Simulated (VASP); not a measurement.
BaS:

```
Ba S
1.0
     0.00000    3.19375    3.19375
     3.19375    0.00000    3.19375
     3.19375    3.19375    0.00000
Ba S
1 1
Direct
  0.00000 0.00000 0.00000
  0.50000 0.50000 0.50000
```

Base run:

| Quantity | Value |
| --- | --- |
| Program | VASP 6.6.1 |
| Functional | r2SCAN |
| Potentials or basis | VASP PAW PBE potentials, release 64 (Ba_sv, S) |
| Cutoff | 520 eV |
| k mesh | 8 × 8 × 8 |
| Occupations | fermi-dirac, width 0.02 eV |
| Spin | no spin polarisation |

Its results: band gap on the k mesh 2.46 eV, indirect (least direct gap 2.60 eV); pressure 1.4 GPa.

Question: The run is repeated on the same cell with these changes: functional from r2SCAN to PBEsol. What comes out?

Answer: Band gap on the k mesh 1.98 eV, indirect (least direct gap 2.12 eV); pressure -0.5 GPa.

r2SCAN gives the wider gap, since meta-GGAs in the generalised Kohn-Sham scheme recover part of the derivative discontinuity.

Caveats: the PAW data sets were made with another functional, which shifts forces and pressure a little; spin-orbit coupling is left out, which moves the levels of the heavy elements.

A k mesh can miss the band edges.
